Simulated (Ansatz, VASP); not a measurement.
**One calculation of AlN, two programs**

```
Al N
1.0
     0.00000    1.97090    2.16799
     1.97090    0.00000    2.16799
     1.97090    1.97090    0.00000
Al N
1 1
Direct
  0.50000 0.50000 0.50000
  0.00000 0.00000 0.00000
```

Alike in both runs: task single point; functional PBEsol; k mesh 10 × 10 × 10; occupations gaussian, width 0.05 eV; no spin polarisation.

|  | VASP | Ansatz |
| --- | --- | --- |
| version | VASP 6.6.1 | Ansatz 0.2.0 |
| potentials or method | VASP PAW PBE potentials, release 64 (Al, N), cutoff 520 eV | scalar-relativistic, plane waves, PAW |
| valence electrons in the cell | 8 | 8 |

```csv
,VASP,Ansatz,Ansatz less VASP
gap on the k mesh at the Fermi level (eV),3.84,3.85,+0.006
least direct gap on the mesh (eV),4.90,4.88,-0.019
pressure (GPa),-0.5,-0.4,+0.06
"traceless stress, the component that is largest in VASP (GPa)",-14.56,-14.49,+0.063
```

VASP's potentials were made for PBE, not for PBEsol. With one functional, cell and mesh, what is left measures potentials, basis and numerics.
